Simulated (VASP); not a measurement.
## SnTe: relaxation of cell and atoms with r2SCAN+D3(BJ)

SnTe:

```xyz
2
Lattice="0.0000 3.1509 3.1509 3.1509 0.0000 3.1509 3.1509 3.1509 0.0000" Properties=species:S:1:pos:R:3 pbc="T T T"
Te    3.1509    3.1509    3.1509
Sn    0.0000    0.0000    0.0000
```

```json
{
 "Program": "VASP 6.6.1",
 "Task": "relaxation of cell and atoms",
 "Functional": "r2SCAN",
 "Dispersion": "D3(BJ)",
 "Potentials or basis": "VASP PAW PBE potentials, release 64 (Te, Sn_d)",
 "Cutoff": "600 eV",
 "k mesh": "7 × 7 × 7",
 "Occupations": "fermi-dirac, width 0.05 eV",
 "Spin": "no spin polarisation",
 "Dipole correction": "no",
 "Further INCAR settings": "ALGO = Normal; EDIFF = 1e-06; IBRION = 2; EDIFFG = -0.01; NSW = 60; ISIF = 3"
}
```

The relaxed volume is 31.65 Å³/atom and the relaxed cell is a = 4.473 Å, b = 4.473 Å, c = 4.473 Å, α = 60.00°, β = 60.00°, γ = 60.00°. The space group after relaxing (to 0.05 Å) is Fm-3m (No. 225). The energy gained by relaxing is 0.6 meV/atom. The ionic steps are 3, the pressure after relaxing is 0.0 GPa and the dispersion energy per atom is -0.185 eV.

Step by step:
| step | energy change (eV) | largest force (eV/Å) | pressure (GPa) | volume (Å³) |
| --- | --- | --- | --- | --- |
| 1 | 0.0000 | 0.0000 | 0.57 | 62.56 |
| 2 | -0.0011 | 0.0000 | -0.19 | 63.58 |
| 3 | -0.0013 | 0.0000 | 0.00 | 63.30 |

Final structure:
```yaml
crystal:
  lattice:
    - [0.00000, 3.16322, 3.16322]
    - [3.16322, 0.00000, 3.16322]
    - [3.16322, 3.16322, 0.00000]
  atoms:
    - { symbol: Te, position: [0.50000, 0.50000, 0.50000] }
    - { symbol: Sn, position: [0.00000, 0.00000, 0.00000] }
```

Levels at points of the mesh, in eV from the Fermi level:
```csv
k point,band 7,band 8,band 9,band 10,band 11,band 12,band 13,band 14
"(0.00, 0.00, 0.00)",-4.85,-2.52,-2.52,-2.52,3.35,3.35,3.35,4.92
```

It took 2.5 min on 1 thread of Intel Xeon 6975P-C, with other jobs on the host, peak memory 0.24 GiB.

Caveat: this odd mesh misses L, where the gap lies, so gap, dielectric constants and Born charges aren't listed; the PAW data sets were made with another functional, which shifts forces and pressure a little; spin-orbit coupling is left out, which moves the levels of the heavy elements. Zero-point motion and thermal expansion aren't in these numbers.
